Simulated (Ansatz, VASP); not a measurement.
# Two plane-wave programs on AlN

```xyz
8
Lattice="-3.1067 0.0000 0.0000 0.0000 0.0000 -4.9784 0.0000 -5.3809 0.0000" Properties=species:S:1:pos:R:3 pbc="T T T"
Al   -1.4033   -0.8968   -4.9700
Al    0.1500   -3.5873   -4.9700
Al   -0.1500   -1.7936   -2.4808
Al   -1.7033   -4.4841   -2.4808
N    -1.6850   -0.8968   -3.0701
N    -0.1317   -3.5873   -3.0701
N     0.1317   -1.7936   -0.5809
N    -1.4216   -4.4841   -0.5809
```

Change from the starting cell: mode 5 (249.4 1/cm) frozen in, largest displacement +0.150 Å.

Alike in both runs: task single point; functional r2SCAN; k mesh 8 × 6 × 4; occupations gaussian, width 0.05 eV; no spin polarisation.

|  | VASP | Ansatz |
| --- | --- | --- |
| version | VASP 6.6.1 | Ansatz 0.2.0 |
| potentials or method | VASP PAW PBE potentials, release 64 (Al, N), cutoff 520 eV | scalar-relativistic, plane waves, PAW |
| valence electrons in the cell | 32 | 32 |

|  | VASP | Ansatz | Ansatz less VASP |
| --- | --- | --- | --- |
| gap on the k mesh at the Fermi level (eV) | 4.65 | 4.62 | -0.038 |
| least direct gap on the mesh (eV) | 4.65 | 4.62 | -0.038 |
| pressure (GPa) | -0.9 | -0.5 | +0.40 |
| traceless stress, the component that is largest in VASP (GPa) | -1.63 | -1.64 | -0.006 |
| rms of the force components (eV/Å) | 0.427 | 0.424 | -0.0026 |

VASP's potentials were made for PBE, not for r2SCAN. Atom by atom the forces differ by 0.003 eV/Å (rms over components).
